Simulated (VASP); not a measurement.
A run of VASP 6.6.1 is set up as follows.

POSCAR

```
SnSe
1.0
    0.0000000000      2.9485541872      2.9485541872
    2.9485541872      0.0000000000      2.9485541872
    2.9485541872      2.9485541872      0.0000000000
Sn Se
1 1
Direct
    0.0000000000      0.0000000000      0.0000000000
    0.5000000000      0.5000000000      0.5000000000
```

Contents of INCAR.step1:

```
SYSTEM = SnSe
  PREC = Accurate
  ENCUT = 520
  ISMEAR = -1
  SIGMA = 0.05
  LREAL = .FALSE.
  LASPH = .TRUE.
  NELM = 100
  NBANDS = 17
  GGA = PE
  ALGO = Normal
  EDIFF = 1E-4
  LWAVE = .TRUE.
  LCHARG = .FALSE.
```

File INCAR.step2:

```
SYSTEM = SnSe
  PREC = Accurate
  ENCUT = 520
  EDIFF = 1E-7
  ISMEAR = -1
  SIGMA = 0.05
  LREAL = .FALSE.
  LASPH = .TRUE.
  NELM = 100
  ALGO = Normal
  ISIF = 2
  LWAVE = .FALSE.
  LCHARG = .TRUE.
  METAGGA = R2SCAN
  LMIXTAU = .TRUE.
  IVDW = 13
  VDW_S6 = 1.0
  VDW_S8 = 0.6018749
  VDW_A1 = 0.51559235
  VDW_A2 = 5.77342911
  LELF = .TRUE.
  LVHAR = .TRUE.
  NBANDS = 17
  ISTART = 1
```

KPOINTS

```
Automatic mesh
0
G
  8 8 8
  0 0 0
```

Potentials or basis: VASP PAW PBE potentials, release 64 (Sn_d, Se).

Run with:

```console
$ cat potpaw_PBE.64/Sn_d/POTCAR potpaw_PBE.64/Se/POTCAR > POTCAR
$ cp INCAR.step1 INCAR
$ mpirun -np 1 vasp_std > vasp.out
$ cp INCAR.step2 INCAR
$ mpirun -np 1 vasp_std > vasp.out
```

**Question.** What does it give for the band gap on the k mesh?

**Answer.** 0.72 eV, indirect (least direct gap 0.76 eV).

**Question.** Predict the dispersion energy per atom.

**Answer.** -0.141 eV.

**Question.** Estimate the pressure.

**Answer.** 2.8 GPa.

Caveat: the PAW data sets were made with another functional, which shifts forces and pressure a little; spin-orbit coupling is left out, which moves the levels of the heavy elements. A k mesh can miss the band edges.
